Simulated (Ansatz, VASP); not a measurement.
**Bi in VASP and in Ansatz**

```
Bi
1.0
     3.29497    0.00000    0.00000
     0.00000    3.29497    0.00000
     0.00000    0.00000    3.29497
Bi
1
Direct
  0.00000 0.00000 0.00000
```

Alike in both runs: task single point; functional r2SCAN; k mesh 11 × 11 × 11; occupations fermi-dirac, width 0.1 eV; no spin polarisation.

|  | VASP | Ansatz |
| --- | --- | --- |
| version | VASP 6.6.1 | Ansatz 0.2.0 |
| potentials or method | VASP PAW PBE potentials, release 64 (Bi_d), cutoff 520 eV | plane waves (500 eV) with PAW, scalar-relativistic |
| valence electrons in the cell | 15 | 15 |

Ansatz gave:

```
pressure (GPa) : -1.6
```

Q: Which values does VASP return?

A: Pressure (GPa): -1.7.

VASP's potentials were made for PBE, not for r2SCAN. The functional is the same, so the differences come from potentials, cutoffs and numerics.

Neither program's run includes spin-orbit coupling.
